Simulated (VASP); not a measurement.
Al3Sb2P: single point with r2SCAN

The system is Al3Sb2P.

```
P Al Sb
1.0
    -2.12014    6.36104    2.99425
     2.12014   -6.36104    2.99425
     2.12014    6.36104   -2.99425
P Al Sb
1 3 2
Direct
  0.00290 0.00290 0.00000
  0.21659 0.71659 0.50000
  0.61424 0.76732 0.84692
  0.92040 0.76732 0.15308
  0.33326 0.99794 0.33532
  0.66262 0.99794 0.66468
```

```json
{"Program": "VASP 6.6.1", "Task": "single point", "Functional": "r2SCAN", "Potentials or basis": "VASP PAW PBE potentials, release 64 (P, Al, Sb)", "Cutoff": "520 eV", "k mesh": "6 × 6 × 6", "Occupations": "gaussian, width 0.01 eV", "Spin": "no spin polarisation", "Dipole correction": "no", "Further INCAR settings": "ALGO = Normal; EDIFF = 1e-06; NBANDS = 21"}
```

- Pressure: -1.8 GPa
- Largest force: 0.064 eV/Å
- Band gap on the k mesh: 1.20 eV (least direct gap 1.22 eV)

Forces on the atoms (eV/Å):
```
P    0.000  0.000 -0.064
Al   0.000  0.000 -0.003
Al   0.000  0.040  0.014
Al   0.000 -0.040  0.014
Sb   0.000  0.006  0.019
Sb   0.000 -0.006  0.019
```

Levels at points of the mesh, in eV from the valence-band top:
```
           k point  band 10  band 11  band 12  band 13  band 14  band 15
(0.00, 0.00, 0.00)    -0.35    -0.33     0.00     1.38     2.45     2.67
(0.50, 0.00, 0.00)    -1.06    -1.02    -0.67     1.56     2.46     2.89
(0.00, 0.50, 0.00)    -2.12    -1.14    -1.09     1.74     3.53     3.54
(0.50, 0.50, 0.00)    -2.30    -2.01    -1.61     1.33     1.75     3.22
(0.50, 0.50, 0.50)    -1.78    -0.91    -0.02     1.20     1.65     3.01
```

Wall time 30 min on 1 thread of Intel Xeon 8259CL, on a shared host, peak memory 0.56 GiB.

Caveat: the PAW data sets were made with another functional, which shifts forces and pressure a little; spin-orbit coupling is left out, which moves the levels of the heavy elements. A k mesh can miss the band edges.
